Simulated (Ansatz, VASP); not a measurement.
CaPd4: VASP beside Ansatz

```xyz
5
Lattice="4.4081 0.0000 0.0000 0.0000 4.4081 0.0000 0.0000 0.0000 4.4081" Properties=species:S:1:pos:R:3 pbc="T T T"
Ca    2.2040    2.2040    2.2040
Pd    0.0000    2.2040    2.2040
Pd    2.2040    0.0000    2.2040
Pd    2.2040    2.2040    0.0000
Pd    0.0000    0.0000    0.0000
```

Alike in both runs: task relaxation of cell and atoms; functional PBE; k mesh 4 × 4 × 4; occupations gaussian, width 0.1 eV; no spin polarisation.

|  | VASP | Ansatz |
| --- | --- | --- |
| version | VASP 6.6.1 | Ansatz 0.2.0 |
| potentials or method | VASP PAW PBE potentials, release 64 (Ca_sv, Pd), cutoff 600 eV | scalar-relativistic, plane waves, PAW |
| valence electrons in the cell | 50 | 82 |

VASP gave:

```
gap on the k mesh at the Fermi level, each at its own relaxed structure (eV) : none
relaxed volume (Å³/atom)                                                     : 22.77
relaxed cell length with the largest relative difference (Å)                 : 4.846
```

Problem. What did Ansatz give for the same quantities?

Solution. gap on the k mesh at the Fermi level, each at its own relaxed structure (eV): none; relaxed volume (Å³/atom): 22.47; relaxed cell length with the largest relative difference (Å): 4.825.

A gap of «none» marks a metal or a gap that the smearing closes. VASP's potentials hold 50 valence electrons a cell and Ansatz's 82, so a difference there can come from the potentials and not from the codes.

Noted on VASP's run: the volume moved by over 15 % at a fixed basis, so the end points are rough.
